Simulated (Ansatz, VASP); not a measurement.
One calculation of BaTiO3, two programs

Contents of POSCAR:

```
BaTiO3
1.0
    2.8401263243      1.6397476979      2.3314025156
   -2.8401263243      1.6397476979      2.3314025156
    0.0000000000     -3.2794953957      2.3314025156
Ba Ti O
1 1 3
Direct
   -0.0029620242     -0.0029620242     -0.0029620242
    0.5023987980      0.5023987980      0.5023987980
    0.4918271535      0.9880099193      0.4918271535
    0.4918271535      0.4918271535      0.9880099193
    0.9880099193      0.4918271535      0.4918271535
```

Contents of INCAR.step1:

```
PREC = Accurate ; ENCUT = 660
ISMEAR = 0 ; SIGMA = 0.01
LREAL = F ; LASPH = T
NELM = 120 ; NBANDS = 28
GGA = PE ; ALGO = Normal
EDIFF = 1E-5 ; LWAVE = T
LCHARG = F ; GGA_COMPAT = F
```

Contents of INCAR.step2:

```
PREC = Accurate ; ENCUT = 660
EDIFF = 1E-6 ; ISMEAR = 0
SIGMA = 0.01 ; LREAL = F
LASPH = T ; NELM = 120
ALGO = Normal ; ISIF = 2
LWAVE = F ; LCHARG = T
METAGGA = R2SCAN ; LMIXTAU = T
LELF = T ; LVHAR = T
NBANDS = 28 ; ISTART = 1
GGA_COMPAT = F
```

File KPOINTS:

```
regular mesh
0
Gamma
  9 9 9
```

Input for Ansatz:

```yaml
crystal:
  lattice:
    - [2.8401263243, 1.6397476979, 2.3314025156]
    - [-2.8401263243, 1.6397476979, 2.3314025156]
    - [0.0, -3.2794953957, 2.3314025156]
  atoms:
    - { symbol: Ba, position: [-0.0029620242, -0.0029620242, -0.0029620242] }
    - { symbol: Ti, position: [0.502398798, 0.502398798, 0.502398798] }
    - { symbol: O, position: [0.4918271535, 0.9880099193, 0.4918271535] }
    - { symbol: O, position: [0.4918271535, 0.4918271535, 0.9880099193] }
    - { symbol: O, position: [0.9880099193, 0.4918271535, 0.4918271535] }
basis:
  ecutwfc: 600.0
  xc_grid: 2
kpoints:
  mp_grid: { grid: [9, 9, 9] }
hamiltonian:
  xc: r2scan
  pseudopotentials: { kind: paw, azcp: { folder: soft_1 } }
scf:
  occupations: { method: fixed }
output:
  forces: true
  stress: true
  eigenvalues: true
  polarization: {}
```

Change from the starting cell: polar distortion scaled by 0.40.

Alike in both runs: task single point; functional r2SCAN; k mesh 9 × 9 × 9; no spin polarisation.

|  | VASP | Ansatz |
| --- | --- | --- |
| version | VASP 6.6.1 | Ansatz 0.2.0 |
| potentials or method | VASP PAW PBE potentials, release 64 (Ba_sv, Ti_sv, O), cutoff 660 eV | scalar-relativistic, plane waves, PAW |
| occupations | gaussian, width 0.01 eV | fixed |
| valence electrons in the cell | 40 | 40 |

|  | VASP | Ansatz | Ansatz less VASP |
| --- | --- | --- | --- |
| gap on the k mesh at the Fermi level (eV) | 2.27 | 2.29 | +0.025 |
| least direct gap on the mesh (eV) | 2.45 | 2.43 | -0.022 |
| pressure (GPa) | -1.6 | -3.2 | -1.62 |
| traceless stress, the component that is largest in VASP (GPa) | -0.75 | -0.71 | +0.036 |
| rms of the force components (eV/Å) | 0.093 | 0.120 | +0.0267 |

VASP's potentials were made for PBE, not for r2SCAN. Atom by atom the forces differ by 0.027 eV/Å (rms over components).

Neither program's run includes spin-orbit coupling.
